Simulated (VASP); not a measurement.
A run of VASP 6.6.1:

POSCAR

```
NiO
1.0
    0.0000000000      2.0997159621      2.0997159621
    2.0997159621      0.0000000000      2.0997159621
    2.0997159621      2.0997159621      0.0000000000
Ni O
1 1
Direct
    0.0000000000      0.0000000000      0.0000000000
    0.5000000000      0.5000000000      0.5000000000
```

File INCAR.step1:

```
ALGO = Normal
EDIFF = 1E-4
ENCUT = 520
GGA = PE
ISMEAR = -1
ISPIN = 2
LASPH = True
LCHARG = False
LMAXMIX = 4
LREAL = False
LWAVE = True
MAGMOM = 1 0
NBANDS = 19
NELM = 150
PREC = Accurate
SIGMA = 0.05
```

Contents of INCAR.step2:

```
ALGO = Normal
EDIFF = 1E-6
ENCUT = 520
ISIF = 2
ISMEAR = -1
ISPIN = 2
ISTART = 1
LASPH = True
LCHARG = False
LMAXMIX = 4
LMIXTAU = True
LORBIT = 11
LREAL = False
LWAVE = False
MAGMOM = 1 0
METAGGA = R2SCAN
NBANDS = 19
NELM = 150
PREC = Accurate
SIGMA = 0.05
```

KPOINTS

```
k-points
0
Gamma
  11 11 11
```

Potentials or basis: VASP PAW PBE potentials, release 64 (Ni, O).

Run with:

```console
$ cat potpaw_PBE.64/Ni/POTCAR potpaw_PBE.64/O/POTCAR > POTCAR
$ cp INCAR.step1 INCAR
$ mpirun -np 1 vasp_std > vasp.out
$ cp INCAR.step2 INCAR
$ mpirun -np 1 vasp_std > vasp.out
```

Hardware: 1 thread of Intel Xeon 8259CL, on a shared host.

Question: Estimate the wall time of this run.

Answer: It took 3 min on 1 thread of Intel Xeon 8259CL (shared host), peak memory 0.18 GiB. Counts: k points 56.
